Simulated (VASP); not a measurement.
# Ba3HfO (P4/mmm) in VASP: a series of runs

Runs on Ba3HfO. Level: PBE. Tasks: single point.

All numbers are computed with VASP 6.6.1; they aren't measurements. Logs are shortened: lines on timing, memory, paths and dates and some standing lists are left out, and cuts for length are marked.

## 1. The cell of the first run

The structure is tetragonal, space group P4/mmm (No. 123). The conventional cell has a = 4.870 Å, b = 4.870 Å, c = 6.443 Å, α = 90.00°, β = 90.00°, γ = 90.00°. Ba (site symmetry mmm) has 2 O at 2.44 Å within 3.2 Å. Within 4.5 Å of Ba (site symmetry 4/mmm) lie 4 Hf at 3.44 Å and 8 Ba at 4.04 Å. Hf (site symmetry 4/mmm) has 2 O at 3.22 Å and 12 Ba at 3.44 to 4.04 Å within 4.2 Å. Within 3.2 Å of O (site symmetry 4/mmm) lie 4 Ba at 2.44 Å.

## 2. Single point, PBE

File INCAR:

```
SYSTEM = Ba3HfO
PREC = Accurate
ENCUT = 520
EDIFF = 1E-7
ISMEAR = 0
SIGMA = 0.1
LREAL = .False.
LASPH = .True.
NELM = 80
ALGO = Normal
ISIF = 2
LWAVE = .False.
LCHARG = .False.
GGA = PE
NBANDS = 31
```

File KPOINTS:

```
Automatic mesh
0
Gamma
  4 4 4
  0 0 0
```

File POSCAR:

```
Ba3HfO
1.0
    4.8703367500      0.0000000000      0.0000000000
    0.0000000000      4.8703367500      0.0000000000
    0.0000000000      0.0000000000      6.4432782800
Ba Hf O
3 1 1
Direct
    0.5000000000      0.0000000000      0.5000000000
    0.0000000000      0.5000000000      0.5000000000
    0.0000000000      0.0000000000      0.0000000000
    0.5000000000      0.5000000000      0.0000000000
    0.5000000000      0.5000000000      0.5000000000
```

Potentials or basis: VASP PAW PBE potentials, release 64 (Ba_sv, Hf_pv, O).

Launch:

```sh
$ cat potpaw_PBE.64/Ba_sv/POTCAR potpaw_PBE.64/Hf_pv/POTCAR potpaw_PBE.64/O/POTCAR > POTCAR
$ mpirun -np 1 vasp_std > vasp.out
```

OUTCAR:

```text
SYSTEM = Ba3HfO
   PREC = Accurate
   ENCUT = 520
   EDIFF = 1E-7
   ISMEAR = 0
   LREAL = .False.
   LASPH = .True.
   NELM = 80
   ISIF = 2
   GGA = PE

 ion  position               nearest neighbor table
   1  0.500  0.000  0.500-   5 2.44   5 2.44   2 3.44   2 3.44   2 3.44   2 3.44   4 4.04   4 4.04
                             3 4.04   4 4.04   3 4.04   3 4.04   3 4.04   4 4.04
   2  0.000  0.500  0.500-   5 2.44   5 2.44   1 3.44   1 3.44   1 3.44   1 3.44   4 4.04   3 4.04
                             3 4.04   3 4.04   4 4.04   3 4.04   4 4.04   4 4.04
   3  0.000  0.000  0.000-   4 3.44   4 3.44   4 3.44   4 3.44   2 4.04   2 4.04   2 4.04   2 4.04
                             1 4.04   1 4.04   1 4.04   1 4.04
   4  0.500  0.500  0.000-   3 3.44   3 3.44   3 3.44   3 3.44   2 4.04   1 4.04   2 4.04   1 4.04
                             2 4.04   1 4.04   2 4.04   1 4.04
   5  0.500  0.500  0.500-   1 2.44   2 2.44   1 2.44   2 2.44

  LATTYP: Found a simple tetragonal cell.
 ALAT       =     4.8703367500
 C/A-ratio  =     1.3229636082

  Lattice vectors:

 A1 = (   4.8703367500,   0.0000000000,   0.0000000000)
 A2 = (   0.0000000000,   4.8703367500,   0.0000000000)
 A3 = (   0.0000000000,   0.0000000000,   6.4432782800)

Analysis of symmetry for initial positions (statically):
=====================================================================
 Subroutine PRICEL returns:
 Original cell was already a primitive cell.

 Routine SETGRP: Setting up the symmetry group for a
 simple tetragonal supercell.

 Subroutine GETGRP returns: Found 16 space group operations
 (whereof 16 operations were pure point group operations)
 out of a pool of 16 trial point group operations.

The static configuration has the point symmetry D_4h.

Analysis of symmetry for dynamics (positions and initial velocities):
=====================================================================
 Subroutine PRICEL returns:
 Original cell was already a primitive cell.

 Routine SETGRP: Setting up the symmetry group for a
 simple tetragonal supercell.

 Subroutine GETGRP returns: Found 16 space group operations
 (whereof 16 operations were pure point group operations)
 out of a pool of 16 trial point group operations.

The dynamic configuration has the point symmetry D_4h.

 Subroutine INISYM returns: Found 16 space group operations
 (whereof 16 operations are pure point group operations),
 and found     1 'primitive' translations

----------------------------------------------------------------------------------------

                                     Primitive cell

  volume of cell :     152.8357

  direct lattice vectors                    reciprocal lattice vectors
     4.870336750  0.000000000  0.000000000     0.205324611  0.000000000  0.000000000
     0.000000000  4.870336750  0.000000000     0.000000000  0.205324611  0.000000000
     0.000000000  0.000000000  6.443278280     0.000000000  0.000000000  0.155200498

  length of vectors
     4.870336750  4.870336750  6.443278280     0.205324611  0.205324611  0.155200498

  position of ions in fractional coordinates (direct lattice)
     0.500000000  0.000000000  0.500000000
     0.000000000  0.500000000  0.500000000
     0.000000000  0.000000000  0.000000000
     0.500000000  0.500000000  0.000000000
     0.500000000  0.500000000  0.500000000

  ion indices of the primitive-cell ions
   primitive index   ion index
                 1           1
                 2           2
                 3           3
                 4           4
                 5           5

----------------------------------------------------------------------------------------

 KPOINTS: Automatic mesh

Automatic generation of k-mesh.
 Grid dimensions read from file:
 generate k-points for:    4    4    4

 Generating k-lattice:

  Cartesian coordinates                     Fractional coordinates (reciprocal lattice)
     0.051331153  0.000000000  0.000000000     0.250000000  0.000000000  0.000000000
     0.000000000  0.051331153  0.000000000     0.000000000  0.250000000  0.000000000
     0.000000000  0.000000000  0.038800125     0.000000000  0.000000000  0.250000000

  Length of vectors
     0.051331153  0.051331153  0.038800125

  Shift w.r.t. Gamma in fractional coordinates (k-lattice)
     0.000000000  0.000000000  0.000000000

 Subroutine IBZKPT returns following result:
 ===========================================

 Found     18 irreducible k-points:

 Following reciprocal coordinates:
            Coordinates               Weight
  0.000000  0.000000  0.000000      1.000000
  0.250000  0.000000  0.000000      4.000000
  0.500000  0.000000  0.000000      2.000000
  0.250000  0.250000  0.000000      4.000000
  0.500000  0.250000  0.000000      4.000000
  0.500000  0.500000  0.000000      1.000000
[... 10 lines left out ...]
  0.500000  0.250000  0.500000      4.000000
  0.500000  0.500000  0.500000      1.000000
   k-points           NKPTS =     18   k-points in BZ     NKDIM =     18   number of bands    NBANDS=     31
   number of dos      NEDOS =    301   number of ions     NIONS =      5
   total plane-waves  NPLWV =  62208
   dimension x,y,z NGX =    36 NGY =   36 NGZ =   48
   dimension x,y,z NGXF=    72 NGYF=   72 NGZF=   96
   ions per type =               3   1   1
   NGX,Y,Z   is equivalent  to a cutoff of  12.29, 12.29, 12.38 a.u.
   NGXF,Y,Z  is equivalent  to a cutoff of  24.58, 24.58, 24.77 a.u.
 SYSTEM =  Ba3HfO
   PREC   = accura    normal or accurate (medium, high low for compatibility)
   ISTART =      0    job   : 0-new  1-cont  2-samecut
   ICHARG =      2    charge: 1-file 2-atom 10-const
   ISPIN  =      1    spin polarized calculation?
   LNONCOLLINEAR =      F non collinear calculations
   LSORBIT =      F    spin-orbit coupling
   LASPH  =      T    aspherical Exc in radial PAW
   ENCUT  =  520.0 eV  38.22 Ry    6.18 a.u.   9.06  9.06 11.98*2*pi/ulx,y,z
   NELM   =     80;   NELMIN=  2; NELMDL= -5     # of ELM steps
   EDIFF  = 0.1E-06   stopping-criterion for ELM
   LREAL  =      F    real-space projection
   EDIFFG = 0.1E-05   stopping-criterion for IOM
   NSW    =      0    number of steps for IOM
   IBRION =     -1    ionic relax: 0-MD 1-quasi-New 2-CG
   NFREE  =      0    steps in history (QN), initial steepest desc. (CG)
   ISIF   =      2    stress and relaxation
   ISYM   =      2    0-nonsym 1-usesym 2-fastsym
   POTIM  = 0.5000    time-step for ionic-motion
   TEBEG  =    0.0;   TEEND  =   0.0 temperature during run
   PSTRESS=    0.0 pullay stress
   NELECT =      46.0000    total number of electrons
   NUPDOWN=      -1.0000    fix difference up-down
   EMIN   =  10.00;   EMAX   =-10.00  energy-range for DOS
   EFERMI =   0.00;   METHOD = LEGACY
   ISMEAR =     0;   SIGMA  =   0.10  broadening in eV -4-tet -1-fermi 0-gaus
   EFERMI_NEDOS =   21; number of points for ismear=-14 and -15
   IALGO  =     38    algorithm
   IMIX   =      4    mixing-type and parameters
     AMIX     =   0.40;   BMIX     =  1.00
     AMIX_MAG =   1.60;   BMIX_MAG =  1.00
  volume/ion in A,a.u.               =      30.57       206.28
  Fermi-wavevector in a.u.,A,eV,Ry     =   1.097116  2.073248 16.376832  1.203663
  Thomas-Fermi vector in A             =   2.233470
   LORBIT       =      0    0 simple, 1 ext, 2 COOP (PROOUT), +10 PAW based schemes
   GGA     = PE    functional components
   LHFCALC =     F    Hartree Fock is set to
   AEXX    =    0.0000 exact exchange contribution
   IVDW    =     0    specifies the selected vdW correction
   LEPSILON=     F    determine dielectric tensor
   LRPA    =     F    only Hartree local field effects (RPA)
 non-spin polarized calculation
 Gauss-broadening in eV      SIGMA  =   0.10
  energy-cutoff  :      520.00
  volume of cell :      152.84
 maximum number of plane-waves:      4146
   NGX = 19   NGY = 19   NGZ = 23

 number of electron      45.9999992 magnetization

 Free energy of the ion-electron system (eV)
  ---------------------------------------------------
  ext. energy  EPLUGINS =         0.00000000
  ---------------------------------------------------
  free energy    TOTEN  =       -20.54258749 eV

  energy without entropy =      -20.50536546  energy(sigma->0) =      -20.52397648

 E-fermi :   3.3765     XC(G=0):  -9.3701

 val. band max:        3.3258165569   @ k =   0.2500   0.0000   0.2500
 cond. band min:       3.3780662628   @ k =   0.5000   0.5000   0.0000
 fundamental gap:      0.0522497059
 Fermi energy:         3.3764891265

 k-point     1 :       0.0000    0.0000    0.0000
  band No.  band energies     occupation
      1     -28.4008      2.00000
      2     -28.3123      2.00000
      3     -28.3123      2.00000
      4     -24.5349      2.00000
      5     -24.2425      2.00000
      6     -23.9026      2.00000
[... 23 lines left out ...]
     30       6.2144      0.00000
     31       6.9289      0.00000

 k-point     2 :       0.2500    0.0000    0.0000
  band No.  band energies     occupation
      1     -28.4007      2.00000
      2     -28.3153      2.00000
      3     -28.3120      2.00000
      4     -24.4438      2.00000
      5     -24.2355      2.00000
      6     -23.9879      2.00000
[... 23 lines left out ...]
     30       5.5518      0.00000
     31       6.1615      0.00000

 k-point     3 :       0.5000    0.0000    0.0000
  band No.  band energies     occupation
      1     -28.4006      2.00000
      2     -28.3182      2.00000
      3     -28.3117      2.00000
      4     -24.2769      2.00000
      5     -24.2195      2.00000
      6     -24.1580      2.00000
[... 23 lines left out ...]
     30       4.9172      0.00000
     31       5.7899      0.00000

 k-point     4 :       0.2500    0.2500    0.0000
  band No.  band energies     occupation
      1     -28.4006      2.00000
      2     -28.3150      2.00000
      3     -28.3137      2.00000
      4     -24.3742      2.00000
      5     -24.2309      2.00000
      6     -24.0437      2.00000
[... 431 lines left out ...]
     30       5.4932      0.00000
     31       5.8813      0.00000

 k-point    17 :       0.5000    0.2500    0.5000
  band No.  band energies     occupation
      1     -28.4007      2.00000
      2     -28.3166      2.00000
      3     -28.3134      2.00000
      4     -24.2494      2.00000
      5     -24.1984      2.00000
      6     -24.1827      2.00000
[... 23 lines left out ...]
     30       5.4067      0.00000
     31       6.1241      0.00000

 k-point    18 :       0.5000    0.5000    0.5000
  band No.  band energies     occupation
      1     -28.4005      2.00000
      2     -28.3150      2.00000
      3     -28.3150      2.00000
      4     -24.2507      2.00000
      5     -24.1777      2.00000
      6     -24.1777      2.00000
[... 23 lines left out ...]
     30       5.5158      0.00000
     31       6.4626      0.00000

------------------------ aborting loop because EDIFF is reached ----------------------------------------

  FORCE on cell =-STRESS in cart. coord.  units (eV):
  Direction    XX          YY          ZZ          XY          YZ          ZX
  --------------------------------------------------------------------------------------
  -------------------------------------------------------------------------------------
  Total       12.2574489     12.2574489      0.2819391      0.0000000      0.0000000     -0.0000000
  in kB      128.4948738    128.4948738      2.9555683      0.0000000      0.0000000     -0.0000000
  external PRESSURE =      86.6484386 kB  Pullay stress =       0.0000000 kB

 VOLUME and BASIS-vectors are now :
 -----------------------------------------------------------------------------
  energy-cutoff  :      520.00
  volume of cell :      152.84
      direct lattice vectors                 reciprocal lattice vectors
     4.870336750  0.000000000  0.000000000     0.205324611  0.000000000  0.000000000
     0.000000000  4.870336750  0.000000000     0.000000000  0.205324611  0.000000000
     0.000000000  0.000000000  6.443278280     0.000000000  0.000000000  0.155200498

 POSITION                                       TOTAL-FORCE (eV/Angst)
 -----------------------------------------------------------------------------------
      2.43517      0.00000      3.22164         0.000000      0.000000      0.000000
      0.00000      2.43517      3.22164         0.000000      0.000000      0.000000
      0.00000      0.00000      0.00000         0.000000      0.000000      0.000000
      2.43517      2.43517      0.00000         0.000000      0.000000      0.000000
      2.43517      2.43517      3.22164         0.000000      0.000000      0.000000
 -----------------------------------------------------------------------------------
    total drift:                                0.000000      0.000000      0.000000

  FREE ENERGIE OF THE ION-ELECTRON SYSTEM (eV)
  ---------------------------------------------------
  free  energy   TOTEN  =       -20.5425874926 eV

  energy  without entropy=      -20.5053654581  energy(sigma->0) =      -20.52397648
```

Wall time 71 s (1 thread of Intel Xeon Platinum 8488C (Sapphire Rapids), shared host); peak memory 0.28 GiB.

What came out:

* Free energy: -20.5426 eV
* Pressure: 8.7 GPa
* Band gap on the k mesh: zero (band 23 reaches 3.79 eV, above the bottom of band 24 at 2.74 eV)

Caveat: spin-orbit coupling is left out, which moves the levels of the heavy elements.

(Continued in part 2 of 2.)
